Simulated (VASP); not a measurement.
Input of a VASP 6.6.1 run:

Contents of POSCAR:

```
Ir
1.0
    0.0000000000      1.9221050600      1.9221050600
    1.9221050600      0.0000000000      1.9221050600
    1.9221050600      1.9221050600      0.0000000000
Ir
1
Direct
    0.0000000000      0.0000000000      0.0000000000
```

Contents of INCAR.step1:

```
PREC = Accurate
ENCUT = 520
ISMEAR = -1
SIGMA = 0.05
LREAL = False
LASPH = True
NELM = 80
NBANDS = 10
GGA = PE
ALGO = Normal
EDIFF = 1E-4
LWAVE = True
LCHARG = False
```

Contents of INCAR.step2:

```
PREC = Accurate
ENCUT = 520
EDIFF = 1E-6
ISMEAR = -1
SIGMA = 0.05
LREAL = False
LASPH = True
NELM = 80
ALGO = Normal
ISIF = 2
LWAVE = False
LCHARG = True
METAGGA = R2SCAN
LMIXTAU = True
LELF = True
LVHAR = True
NBANDS = 10
ISTART = 1
```

Contents of KPOINTS:

```
Automatic mesh
0
Gamma
  17 17 17
```

Potentials or basis: VASP PAW PBE potentials, release 64 (Ir).

Command:

```sh
$ cat potpaw_PBE.64/Ir/POTCAR > POTCAR
$ cp INCAR.step1 INCAR
$ mpirun -np 1 vasp_std > vasp.out
$ cp INCAR.step2 INCAR
$ mpirun -np 1 vasp_std > vasp.out
```

Task: Estimate the pressure.

Result: 2.5 GPa.

Task: What does it give for the band gap on the k mesh?

Result: Zero (an odd number of electrons rules out a gap without spin polarisation).

Caveat: the PAW data sets were made with another functional, which shifts forces and pressure a little; spin-orbit coupling is left out, which moves the levels of the heavy elements.
